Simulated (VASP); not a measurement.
Runs of VASP 6.6.1 on Os. The structure is that of space group P6/mmm (No. 191), or close to it. The cells are those of the table. 

```csv
task,potentials or basis,spin,cell,k mesh,cutoff (eV),second run,gap on the mesh (eV),pressure (GPa)
single point,"VASP PAW PBE potentials, release 64 (Os)",off,"a = 2.665, b = 2.665, c = 2.567 Å, angles 90.0, 90.0, 120.0°, 1 atom",24 × 24 × 22,520,-,none,-0.2
single point,"VASP PAW PBE potentials, release 64 (Os)",off,"a = 2.672, b = 2.672, c = 2.546 Å, angles 90.0, 90.0, 120.0°, 1 atom",8 × 8 × 6,520,-,none,-0.1
single point,"VASP PAW PBE potentials, release 64 (Os)","collinear, ferromagnetic start","a = 2.673, b = 2.673, c = 2.546 Å, angles 90.0, 90.0, 120.0°, 1 atom",6 × 6 × 6,520,-,none,1.5
relaxation of cell and atoms,"VASP PAW PBE potentials, release 64 (Os)",off,"relaxed from a = 2.303, b = 2.303, c = 3.170 Å, angles 90.0, 90.0, 123.7°, 1 atom",8 × 8 × 6,600,-,none,0.1
single point,"VASP PAW PBE potentials, release 64 (Os)",off,"a = 2.303, b = 2.303, c = 3.170 Å, angles 90.0, 90.0, 123.7°, 1 atom",8 × 8 × 6,520,-,none,(b)
single point,"VASP PAW PBE potentials, release 64 (Os_sv_GW)",off,"a = 2.672, b = 2.672, c = 2.546 Å, angles 90.0, 90.0, 120.0°, 1 atom",8 × 8 × 6,500,valence_matched,none,(a)
```

Alike in all rows: level PBE; smearing gaussian 0.1 eV.

Problem. Estimate the missing entries.

Solution. (a) -2.3; (b) 177.7.

Caveats: some runs use coarse meshes; spin-orbit coupling is left out, which moves the levels of the heavy elements.

A k mesh can miss the band edges, and the runs leave out spin-orbit coupling on Os.

A gap of «none» marks levels without a gap at the run's occupations.

The runs don't all hold the same shells in valence.
